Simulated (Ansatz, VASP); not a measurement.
## WS2: VASP beside Ansatz

```xyz
6
Lattice="3.1461 0.0000 0.0000 -1.5730 2.7246 0.0000 0.0000 0.0000 12.4505" Properties=species:S:1:pos:R:3 pbc="T T T"
W     0.0000    1.8164    3.1126
W     1.5730    0.9082    9.3379
S     0.0000    1.8164    7.8015
S     1.5730    0.9082    1.5763
S     0.0000    1.8164   10.8743
S     1.5730    0.9082    4.6490
```

Change from the starting cell: strain along c alone, the other axes held, atoms relaxed: -2.0 %.

Alike in both runs: task relaxation of the atoms; functional PBEsol; k mesh 12 × 12 × 2; occupations gaussian, width 0.02 eV; no spin polarisation.

|  | VASP | Ansatz |
| --- | --- | --- |
| version | VASP 6.6.1 | Ansatz 0.2.0 |
| potentials or method | VASP PAW PBE potentials, release 64 (W_sv, S), cutoff 520 eV | scalar-relativistic, plane waves, PAW |
| valence electrons in the cell | 52 | 52 |

|  | VASP | Ansatz | Ansatz less VASP |
| --- | --- | --- | --- |
| gap on the k mesh at the Fermi level, each at its own relaxed structure (eV) | 1.01 | 0.99 | -0.016 |

VASP's potentials were made for PBE, not for PBEsol. Ansatz's warnings: stress scf threshold loose.

Neither program's run includes spin-orbit coupling.
